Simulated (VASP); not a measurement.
A run of VASP 6.6.1 is set up as follows.

File POSCAR:

```
WC
1.0
    0.0000000000      2.2072055093      2.2072055093
    2.2072055093      0.0000000000      2.2072055093
    2.2072055093      2.2072055093      0.0000000000
W C
1 1
Direct
    0.0000000000      0.0000000000      0.0000000000
    0.5000000000      0.5000000000      0.5000000000
```

Contents of INCAR.step1:

```
PREC     = Accurate       # precision mode
ENCUT    = 520            # plane-wave cutoff, eV
EDIFF    = 1E-5           # SCF threshold, eV
ISMEAR   = -1             # smearing method
SIGMA    = 0.05           # smearing width, eV
LREAL    = False          # projectors in reciprocal space
LASPH    = True           # aspherical terms in the spheres
NELM     = 80             # most SCF steps
ALGO     = Normal         # electronic algorithm
ISIF     = 2              # what is computed and relaxed
LWAVE    = True           # write WAVECAR
NBANDS   = 16             # bands
GGA      = PE             # functional
```

INCAR.step2

```
PREC     = Accurate       # precision mode
ENCUT    = 520            # plane-wave cutoff, eV
EDIFF    = 1E-7           # SCF threshold, eV
ISMEAR   = -1             # smearing method
SIGMA    = 0.05           # smearing width, eV
LREAL    = False          # projectors in reciprocal space
LASPH    = True           # aspherical terms in the spheres
NELM     = 80             # most SCF steps
ALGO     = Normal         # electronic algorithm
ISIF     = 2              # what is computed and relaxed
LWAVE    = False          # write WAVECAR
LCHARG   = True           # write CHGCAR
GGA      = PE             # functional
LHFCALC  = True           # exact exchange
AEXX     = 0.25           # exact-exchange fraction
PRECFOCK = Normal       
LELF     = True           # ELF
LVHAR    = True         
NBANDS   = 16             # bands
ISTART   = 1
```

File KPOINTS:

```
regular mesh
0
Gamma
  6 6 6
```

Potentials or basis: VASP PAW PBE potentials, release 64 (W_sv, C).

Run with:

```sh
$ cat potpaw_PBE.64/W_sv/POTCAR potpaw_PBE.64/C/POTCAR > POTCAR
$ cp INCAR.step1 INCAR
$ mpirun -np 1 vasp_std > vasp.out
$ cp INCAR.step2 INCAR
$ mpirun -np 1 vasp_std > vasp.out
```

**Question.** Predict the pressure.

**Answer.** -16.9 GPa.

**Question.** Estimate the band gap on the k mesh.

**Answer.** Zero (bands 9 and 10 overlap by 3.90 eV).

Caveat: the k points lie up to 0.41 Å⁻¹ apart, too coarse for converged energies and pressures of a metal; the PAW data sets were made with another functional, which shifts forces and pressure a little; spin-orbit coupling is left out, which moves the levels of the heavy elements.
